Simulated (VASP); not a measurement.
In:

```xyz
4
Lattice="3.3314 0.0000 0.0000 -1.6657 2.8851 0.0000 0.0000 0.0000 10.8803" Properties=species:S:1:pos:R:3 pbc="T T T"
In    0.0000    0.0000    0.0000
In    0.0000    0.0000    5.4402
In    0.0000    1.9234    2.7201
In    1.6657    0.9617    8.1603
```

This isn't the form of In at room conditions, which is tetragonal.

```yaml
Program: VASP 6.6.1
Task: relaxation of cell and atoms
Functional: PBE
Potentials_or_basis: VASP PAW PBE potentials, release 64 (In_d)
Cutoff: 600 eV
k_mesh: 11 × 11 × 3
Occupations: fermi-dirac, width 0.1 eV
Spin: no spin polarisation
```

At the start: pressure 2.1 GPa; volume 26.14 Å³/atom.

Q: Where does the relaxation end?

A: Over 7 steps the energy falls by 8.5 meV/atom and the volume is 27.50 Å³/atom (+5.2 %); space group P6_3/mmc (No. 194, to 0.1 Å) before and after.

Step by step:
```tsv
step	energy change (eV)	largest force (eV/Å)	pressure (GPa)	volume (Å³)
1	0.0000	0.0000	2.05	104.57
2	-0.0336	0.0000	0.16	109.73
3	-0.0336	0.0000	-0.10	110.36
4	-0.0337	0.0000	-0.03	110.14
5	-0.0337	0.0000	0.01	110.02
6	-0.0338	0.0000	0.00	110.02
7	-0.0339	0.0000	0.01	110.01
```

Final structure:
```cif
data_structure
_symmetry_space_group_name_H-M 'P 1'
_symmetry_Int_Tables_number 1
_cell_length_a 3.3937
_cell_length_b 3.3937
_cell_length_c 11.0300
_cell_angle_alpha 90.000
_cell_angle_beta 90.000
_cell_angle_gamma 120.000
_cell_volume 110.01
loop_
_atom_site_label
_atom_site_type_symbol
_atom_site_fract_x
_atom_site_fract_y
_atom_site_fract_z
_atom_site_occupancy
In1 In 0.00000 0.00000 0.00000 1
In2 In 0.00000 0.00000 0.50000 1
In3 In 0.33333 0.66667 0.25000 1
In4 In 0.66667 0.33333 0.75000 1
```
